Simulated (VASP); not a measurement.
# K (Im-3m) in VASP: further runs

Runs on K. Level: r2SCAN. Tasks: single point.

Program: VASP 6.6.1. These are calculated values, not measurements. Logs are shortened: lines on timing, memory, paths and dates and some standing lists are left out, and cuts for length are marked.

## 1. The cell of the first run

It takes space group Im-3m (No. 229, cubic). Conventional cell: a = 5.340 Å, b = 5.340 Å, c = 5.340 Å, α = 90.00°, β = 90.00°, γ = 90.00°.

## 2. Single point, r2SCAN

Contents of POSCAR:

```
K
1.0
   -2.6699463634      2.6699463634      2.6699463634
    2.6699463634     -2.6699463634      2.6699463634
    2.6699463634      2.6699463634     -2.6699463634
K
1
Direct
    0.0000000000      0.0000000000      0.0000000000
```

Contents of INCAR.step1:

```
ALGO = Normal ; EDIFF = 1E-4
ENCUT = 520 ; GGA = PE
ISMEAR = 0 ; LASPH = True
LCHARG = False ; LREAL = False
LWAVE = True ; NBANDS = 10
NELM = 100 ; PREC = Accurate
SIGMA = 0.2
```

Contents of INCAR.step2:

```
ALGO = Normal ; EDIFF = 1E-6
ENCUT = 520 ; ISIF = 2
ISMEAR = 0 ; ISTART = 1
LASPH = True ; LCHARG = False
LMIXTAU = True ; LREAL = False
LWAVE = False ; METAGGA = R2SCAN
NBANDS = 10 ; NELM = 100
PREC = Accurate ; SIGMA = 0.2
```

Contents of KPOINTS:

```
k-points
0
Gamma
  8 8 8
```

Potentials or basis: VASP PAW PBE potentials, release 64 (K_sv).

Run with:

```
cat potpaw_PBE.64/K_sv/POTCAR > POTCAR
cp INCAR.step1 INCAR
mpirun -np 1 vasp_std > vasp.out
cp INCAR.step2 INCAR
mpirun -np 1 vasp_std > vasp.out
```

OUTCAR:

```text
EDIFF = 1E-6
   ENCUT = 520
   ISIF = 2
   ISMEAR = 0
   ISTART = 1
   LASPH = True
   LREAL = False
   METAGGA = R2SCAN
   NELM = 100
   PREC = Accurate

 ion  position               nearest neighbor table
   1  0.000  0.000  0.000-

  LATTYP: Found a body centered cubic cell.
 ALAT       =     5.3398927268

  Lattice vectors:

 A1 = (  -2.6699463634,   2.6699463634,   2.6699463634)
 A2 = (   2.6699463634,  -2.6699463634,   2.6699463634)
 A3 = (   2.6699463634,   2.6699463634,  -2.6699463634)

Analysis of symmetry for initial positions (statically):
=====================================================================
 Subroutine PRICEL returns:
 Original cell was already a primitive cell.

 Routine SETGRP: Setting up the symmetry group for a
 body centered cubic supercell.

 Subroutine GETGRP returns: Found 48 space group operations
 (whereof 48 operations were pure point group operations)
 out of a pool of 48 trial point group operations.

The static configuration has the point symmetry O_h .

Analysis of symmetry for dynamics (positions and initial velocities):
=====================================================================
 Subroutine PRICEL returns:
 Original cell was already a primitive cell.

 Routine SETGRP: Setting up the symmetry group for a
 body centered cubic supercell.

 Subroutine GETGRP returns: Found 48 space group operations
 (whereof 48 operations were pure point group operations)
 out of a pool of 48 trial point group operations.

The dynamic configuration has the point symmetry O_h .

 Subroutine INISYM returns: Found 48 space group operations
 (whereof 48 operations are pure point group operations),
 and found     1 'primitive' translations

----------------------------------------------------------------------------------------

                                     Primitive cell

  volume of cell :      76.1321

  direct lattice vectors                    reciprocal lattice vectors
    -2.669946363  2.669946363  2.669946363     0.000000000  0.187269680  0.187269680
     2.669946363 -2.669946363  2.669946363     0.187269680  0.000000000  0.187269680
     2.669946363  2.669946363 -2.669946363     0.187269680  0.187269680  0.000000000

  length of vectors
     4.624482755  4.624482755  4.624482755     0.264839321  0.264839321  0.264839321

  position of ions in fractional coordinates (direct lattice)
[... 81 lines left out ...]
   IBRION =     -1    ionic relax: 0-MD 1-quasi-New 2-CG
   NFREE  =      0    steps in history (QN), initial steepest desc. (CG)
   ISIF   =      2    stress and relaxation
   ISYM   =      2    0-nonsym 1-usesym 2-fastsym
   POTIM  = 0.5000    time-step for ionic-motion
   TEBEG  =    0.0;   TEEND  =   0.0 temperature during run
   PSTRESS=    0.0 pullay stress
   NELECT =       9.0000    total number of electrons
   NUPDOWN=      -1.0000    fix difference up-down
   EMIN   =  10.00;   EMAX   =-10.00  energy-range for DOS
   EFERMI =   0.00;   METHOD = LEGACY
   ISMEAR =     0;   SIGMA  =   0.20  broadening in eV -4-tet -1-fermi 0-gaus
   EFERMI_NEDOS =   21; number of points for ismear=-14 and -15
   IALGO  =     38    algorithm
   IMIX   =      4    mixing-type and parameters
     AMIX     =   0.40;   BMIX     =  1.00
     AMIX_MAG =   1.60;   BMIX_MAG =  1.00
  volume/ion in A,a.u.               =      76.13       513.76
  Fermi-wavevector in a.u.,A,eV,Ry     =   0.803464  1.518327  8.783303  0.645555
  Thomas-Fermi vector in A             =   1.911336
   LORBIT       =      0    0 simple, 1 ext, 2 COOP (PROOUT), +10 PAW based schemes
   METAGGA = R2SCAN    functional components
   LHFCALC =     F    Hartree Fock is set to
   AEXX    =    0.0000 exact exchange contribution
   IVDW    =     0    specifies the selected vdW correction
   LEPSILON=     F    determine dielectric tensor
   LRPA    =     F    only Hartree local field effects (RPA)
 non-spin polarized calculation
 Gauss-broadening in eV      SIGMA  =   0.20
  energy-cutoff  :      520.00
  volume of cell :       76.13
 maximum number of plane-waves:      2093
 NGX is ok and might be reduce to    36
   NGX = 17   NGY = 17   NGZ = 17

 number of electron       9.0000001 magnetization

 Free energy of the ion-electron system (eV)
  ---------------------------------------------------
  ext. energy  EPLUGINS =         0.00000000
  ---------------------------------------------------
  free energy    TOTEN  =        -6.01585069 eV

  energy without entropy =       -5.99703121  energy(sigma->0) =       -6.00644095

 E-fermi :  -0.1246     XC(G=0):  -5.8197

 val. band max:       -0.1800847338   @ k =   0.2500   0.2500   0.0000
 cond. band min:      -0.0294061846   @ k =  -0.3750   0.3750   0.2500
 fundamental gap:      0.1506785492
 Fermi energy:        -0.1246164143

 k-point     1 :       0.0000    0.0000    0.0000
  band No.  band energies     occupation
      1     -33.8165      2.00000
      2     -16.4901      2.00000
      3     -16.4901      2.00000
      4     -16.4901      2.00000
      5      -2.3926      2.00000
      6       4.5790      0.00000
      7       4.5791      0.00000
      8       4.5791      0.00000
      9       5.5205      0.00000
     10       5.5205      0.00000
[... 287 lines left out ...]
 k-point    24 :      -0.3750    0.3750    0.2500
  band No.  band energies     occupation
      1     -33.8120      2.00000
      2     -16.5357      2.00000
      3     -16.5190      2.00000
      4     -16.5128      2.00000
      5      -0.0294      0.50080
      6       2.0792      0.00000
      7       3.5143      0.00000
      8       3.5721      0.00000
      9       4.8906      0.00000
     10       6.0072      0.00000

 [... further k-points ...]

------------------------ aborting loop because EDIFF is reached ----------------------------------------

  FORCE on cell =-STRESS in cart. coord.  units (eV):
  Direction    XX          YY          ZZ          XY          YZ          ZX
  --------------------------------------------------------------------------------------
  -------------------------------------------------------------------------------------
  Total        0.0013858      0.0013858      0.0013858     -0.0000000     -0.0000000     -0.0000000
  in kB        0.0291646      0.0291646      0.0291646     -0.0000000     -0.0000000     -0.0000000
  external PRESSURE =       0.0291646 kB  Pullay stress =       0.0000000 kB

 VOLUME and BASIS-vectors are now :
 -----------------------------------------------------------------------------
  energy-cutoff  :      520.00
  volume of cell :       76.13
      direct lattice vectors                 reciprocal lattice vectors
    -2.669946363  2.669946363  2.669946363     0.000000000  0.187269680  0.187269680
     2.669946363 -2.669946363  2.669946363     0.187269680  0.000000000  0.187269680
     2.669946363  2.669946363 -2.669946363     0.187269680  0.187269680  0.000000000

 POSITION                                       TOTAL-FORCE (eV/Angst)
 -----------------------------------------------------------------------------------
      0.00000      0.00000      0.00000        -0.000000     -0.000000     -0.000000
 -----------------------------------------------------------------------------------
    total drift:                               -0.000000      0.000000      0.000000

  FREE ENERGIE OF THE ION-ELECTRON SYSTEM (eV)
  ---------------------------------------------------
  free  energy   TOTEN  =        -6.0158506941 eV

  energy  without entropy=       -5.9970312056  energy(sigma->0) =       -6.00644095
```

OUTCAR.step1:

```text
EDIFF = 1E-4
   ENCUT = 520
   GGA = PE
   ISMEAR = 0
   LASPH = True
   LREAL = False
[... 527 lines left out ...]

 POSITION                                       TOTAL-FORCE (eV/Angst)
 -----------------------------------------------------------------------------------
      0.00000      0.00000      0.00000         0.000000      0.000000      0.000000
 -----------------------------------------------------------------------------------
    total drift:                               -0.000000      0.000000      0.000000

  FREE ENERGIE OF THE ION-ELECTRON SYSTEM (eV)
  ---------------------------------------------------
  free  energy   TOTEN  =        -1.0513047728 eV

  energy  without entropy=       -1.0315827340  energy(sigma->0) =       -1.04144375
```

It took 1.8 min on 1 thread of Intel Xeon 8259CL, shared host; peak memory 0.21 GiB.

Results:

```
Free energy            : -6.0159 eV
Pressure               : 0.0 GPa
Band gap on the k mesh : zero (an odd number of electrons rules out a gap without spin polarisation)
```

Caveat: the PAW data sets were made with another functional, which shifts forces and pressure a little.

## 3. Single point, r2SCAN

POSCAR is that of step 2.

Contents of INCAR.step1:

```
  ALGO = Normal
  EDIFF = 1E-4
  ENCUT = 520
  GGA = PE
  ISMEAR = 0
  LASPH = T
  LCHARG = F
  LREAL = F
  LWAVE = T
  NBANDS = 10
  NELM = 100
  PREC = Accurate
  SIGMA = 0.3
```

Contents of INCAR.step2:

```
  ALGO = Normal
  EDIFF = 1E-6
  ENCUT = 520
  ISIF = 2
  ISMEAR = 0
  ISTART = 1
  LASPH = T
  LCHARG = T
  LELF = T
  LMIXTAU = T
  LREAL = F
  LVHAR = T
  LWAVE = F
  METAGGA = R2SCAN
  NBANDS = 10
  NELM = 100
  PREC = Accurate
  SIGMA = 0.3
```

KPOINTS is that of step 2.

Potentials or basis: VASP PAW PBE potentials, release 64 (K_sv).

Run with:

```
cat potpaw_PBE.64/K_sv/POTCAR > POTCAR
cp INCAR.step1 INCAR
mpirun -np 1 vasp_std > vasp.out
cp INCAR.step2 INCAR
mpirun -np 1 vasp_std > vasp.out
```

Run time: 1.8 min. Hardware: 1 thread of Intel Xeon 8259CL, shared host; peak memory 0.21 GiB.

The run converged. Its results:

| Property | Result |
| --- | --- |
| Free energy | -6.0267 eV |
| Pressure | 0.0 GPa |
| Band gap on the k mesh | zero (an odd number of electrons rules out a gap without spin polarisation) |

Levels at points of the mesh, in eV from the Fermi level:
| k point | band 1 | band 2 | band 3 | band 4 | band 5 | band 6 | band 7 | band 8 |
| --- | --- | --- | --- | --- | --- | --- | --- | --- |
| (0.00, 0.00, 0.00) | -33.68 | -16.35 | -16.35 | -16.35 | -2.25 | 4.72 | 4.72 | 4.72 |
| (0.50, 0.00, 0.00) | -33.68 | -16.41 | -16.37 | -16.35 | 0.57 | 0.62 | 3.48 | 5.36 |
| (0.50, 0.50, 0.50) | -33.67 | -16.40 | -16.40 | -16.40 | 1.80 | 1.80 | 3.68 | 3.68 |

Caveat: so wide a smearing shifts energies and pressures; the PAW data sets were made with another functional, which shifts forces and pressure a little.

## 4. Single point, r2SCAN

POSCAR is that of step 3.

Contents of INCAR.step1:

```
SYSTEM = K
ALGO = Normal
EDIFF = 1E-4
ENCUT = 520
GGA = PE
ISMEAR = 0
LASPH = .True.
LCHARG = .False.
LREAL = .False.
LWAVE = .True.
NBANDS = 10
NELM = 80
PREC = Accurate
SIGMA = 0.6
```

Contents of INCAR.step2:

```
SYSTEM = K
ALGO = Normal
EDIFF = 1E-7
ENCUT = 520
ISIF = 2
ISMEAR = 0
ISTART = 1
LASPH = .True.
LCHARG = .False.
LMIXTAU = .True.
LREAL = .False.
LWAVE = .False.
METAGGA = R2SCAN
NBANDS = 10
NELM = 80
PREC = Accurate
SIGMA = 0.6
```

Contents of KPOINTS:

```
k-points
0
Gamma
  8 8 8
  0 0 0
```

Potentials or basis: VASP PAW PBE potentials, release 64 (K_sv).

Run with:

```
cat potpaw_PBE.64/K_sv/POTCAR > POTCAR
cp INCAR.step1 INCAR
mpirun -np 1 vasp_std > vasp.out
cp INCAR.step2 INCAR
mpirun -np 1 vasp_std > vasp.out
```

OUTCAR:

```text
SYSTEM = K
   EDIFF = 1E-7
   ENCUT = 520
   ISIF = 2
   ISMEAR = 0
   ISTART = 1
   LASPH = .True.
   LREAL = .False.
   METAGGA = R2SCAN
   NELM = 80
   PREC = Accurate

 ion  position               nearest neighbor table
   1  0.000  0.000  0.000-

  LATTYP: Found a body centered cubic cell.
 ALAT       =     5.3398927268

  Lattice vectors:

 A1 = (  -2.6699463634,   2.6699463634,   2.6699463634)
 A2 = (   2.6699463634,  -2.6699463634,   2.6699463634)
[... 492 lines left out ...]
     10       6.0101      0.00000

 [... further k-points ...]

------------------------ aborting loop because EDIFF is reached ----------------------------------------

  FORCE on cell =-STRESS in cart. coord.  units (eV):
  Direction    XX          YY          ZZ          XY          YZ          ZX
  --------------------------------------------------------------------------------------
  -------------------------------------------------------------------------------------
  Total        0.0261579      0.0261579      0.0261579     -0.0000000     -0.0000000      0.0000000
  in kB        0.5504859      0.5504859      0.5504859     -0.0000000     -0.0000000      0.0000000
  external PRESSURE =       0.5504859 kB  Pullay stress =       0.0000000 kB

 VOLUME and BASIS-vectors are now :
 -----------------------------------------------------------------------------
  energy-cutoff  :      520.00
  volume of cell :       76.13
      direct lattice vectors                 reciprocal lattice vectors
    -2.669946363  2.669946363  2.669946363     0.000000000  0.187269680  0.187269680
     2.669946363 -2.669946363  2.669946363     0.187269680  0.000000000  0.187269680
     2.669946363  2.669946363 -2.669946363     0.187269680  0.187269680  0.000000000

 POSITION                                       TOTAL-FORCE (eV/Angst)
 -----------------------------------------------------------------------------------
      0.00000      0.00000      0.00000         0.000000     -0.000000      0.000000
 -----------------------------------------------------------------------------------
    total drift:                               -0.000000      0.000000      0.000000

  FREE ENERGIE OF THE ION-ELECTRON SYSTEM (eV)
  ---------------------------------------------------
  free  energy   TOTEN  =        -6.0784523333 eV

  energy  without entropy=       -5.9443502111  energy(sigma->0) =       -6.01140127
```

OUTCAR.step1:

```text
SYSTEM = K
   EDIFF = 1E-4
   ENCUT = 520
   GGA = PE
   ISMEAR = 0
   LASPH = .True.
[... 529 lines left out ...]
 POSITION                                       TOTAL-FORCE (eV/Angst)
 -----------------------------------------------------------------------------------
      0.00000      0.00000      0.00000        -0.000000      0.000000     -0.000000
 -----------------------------------------------------------------------------------
    total drift:                               -0.000000      0.000000      0.000000

  FREE ENERGIE OF THE ION-ELECTRON SYSTEM (eV)
  ---------------------------------------------------
  free  energy   TOTEN  =        -1.1174571333 eV

  energy  without entropy=       -0.9752471026  energy(sigma->0) =       -1.04635212
```

OSZICAR.step1:

```text
N       E                     dE             d eps       ncg     rms          rms(c)
DAV:   1     0.476083641348E+02    0.47608E+02   -0.36420E+03   580   0.682E+02
DAV:   2     0.565135338077E+00   -0.47043E+02   -0.46249E+02   616   0.192E+02
DAV:   3    -0.106607127996E+01   -0.16312E+01   -0.16244E+01   896   0.298E+01
DAV:   4    -0.111524500729E+01   -0.49174E-01   -0.49105E-01   802   0.419E+00
DAV:   5    -0.111652954035E+01   -0.12845E-02   -0.12843E-02   870   0.519E-01    0.197E+00
DAV:   6    -0.111688940740E+01   -0.35987E-03   -0.13485E-03   886   0.232E-01    0.121E+00
DAV:   7    -0.111739006315E+01   -0.50066E-03   -0.25914E-03   882   0.328E-01    0.494E-02
DAV:   8    -0.111745713332E+01   -0.67070E-04   -0.98957E-05   602   0.116E-01
   1 F= -.11174571E+01 E0= -.10463521E+01  d E =-.142210E+00
```

Wall time 3 min (1 thread of Intel Xeon 8259CL, shared host); peak memory 0.22 GiB.

Results:

- Free energy: -6.0785 eV
- Pressure: 0.1 GPa
- Band gap on the k mesh: zero (an odd number of electrons rules out a gap without spin polarisation)

Caveat: so wide a smearing shifts energies and pressures; the PAW data sets were made with another functional, which shifts forces and pressure a little.

(Part 1 of 2 ends here.)
